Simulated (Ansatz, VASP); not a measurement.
Fe: VASP beside Ansatz

POSCAR

```
Fe
1.0
   -1.4341180428      1.4341180428      1.4341180428
    1.4341180428     -1.4341180428      1.4341180428
    1.4341180428      1.4341180428     -1.4341180428
Fe
1
Direct
    0.0000000000      0.0000000000      0.0000000000
```

INCAR.step1

```
SYSTEM = Fe
ALGO     = Normal         ! electronic algorithm
EDIFF    = 1E-4           ! SCF threshold, eV
ENCUT    = 520            ! plane-wave cutoff, eV
GGA      = PE             ! functional
ISMEAR   = 0              ! smearing method
ISPIN    = 2              ! spin polarisation
LASPH    = .True.         ! aspherical terms in the spheres
LCHARG   = .False.        ! write CHGCAR
LMAXMIX  = 4              ! l up to which the mixer works
LREAL    = .False.        ! projectors in reciprocal space
LWAVE    = .True.         ! write WAVECAR
MAGMOM   = 3.1            ! initial moments
NBANDS   = 14             ! bands
NELM     = 150            ! most SCF steps
PREC     = Accurate       ! precision mode
SIGMA    = 0.05           ! smearing width, eV
```

INCAR.step2

```
SYSTEM = Fe
ALGO     = Normal         ! electronic algorithm
EDIFF    = 1E-6           ! SCF threshold, eV
ENCUT    = 520            ! plane-wave cutoff, eV
ISIF     = 2              ! what is computed and relaxed
ISMEAR   = 0              ! smearing method
ISPIN    = 2              ! spin polarisation
ISTART   = 1            
LASPH    = .True.         ! aspherical terms in the spheres
LCHARG   = .False.        ! write CHGCAR
LMAXMIX  = 4              ! l up to which the mixer works
LMIXTAU  = .True.       
LORBIT   = 11             ! projections on sites
LREAL    = .False.        ! projectors in reciprocal space
LWAVE    = .False.        ! write WAVECAR
MAGMOM   = 3.1            ! initial moments
METAGGA  = R2SCAN         ! meta-GGA
NBANDS   = 14             ! bands
NELM     = 150            ! most SCF steps
PREC     = Accurate       ! precision mode
SIGMA    = 0.05           ! smearing width, eV
```

The input KPOINTS:

```
k-points
0
Gamma
  22 22 22
  0 0 0
```

Input for Ansatz:

```yaml
crystal:
  lattice:
    - [-1.4341180428, 1.4341180428, 1.4341180428]
    - [1.4341180428, -1.4341180428, 1.4341180428]
    - [1.4341180428, 1.4341180428, -1.4341180428]
  atoms:
    - { symbol: Fe, position: [0.0, 0.0, 0.0], spin: 3.1 }
basis:
  ecutwfc: 500
  ecutrho_ratio: 4
kpoints:
  mp_grid: { grid: [22, 22, 22] }
hamiltonian:
  xc: r2scan
scf:
  occupations: { method: gaussian, width: 0.05 }
output:
  forces: true
  stress: true
  eigenvalues: true
  populations: true
magnetization:
  spin_polarized: true
```

Alike in both runs: task single point; functional r2SCAN; k mesh 22 × 22 × 22; occupations gaussian, width 0.05 eV; collinear spin.

```csv
,VASP,Ansatz
version,VASP 6.6.1,Ansatz 0.2.0
potentials or method,"VASP PAW PBE potentials, release 64 (Fe), cutoff 520 eV","scalar-relativistic, plane waves, PAW"
valence electrons in the cell,8,16
```

```tsv
	VASP	Ansatz	Ansatz less VASP
gap on the k mesh at the Fermi level (eV)	none	none	-
pressure (GPa)	-0.7	0.0	+0.68
net moment per atom (μB)	2.66	2.66	+0.002
size of the moment on the site where the two differ most (μB)	2.73	2.82	+0.086
```

VASP's potentials were made for PBE, not for r2SCAN. Site moments also hang on the region over which each program counts them. A gap of «none» marks a metal or a gap that the smearing closes. VASP's potentials hold 8 valence electrons a cell and Ansatz's 16, so a difference there can come from the potentials and not from the codes. Ansatz's warnings: stability check not made.
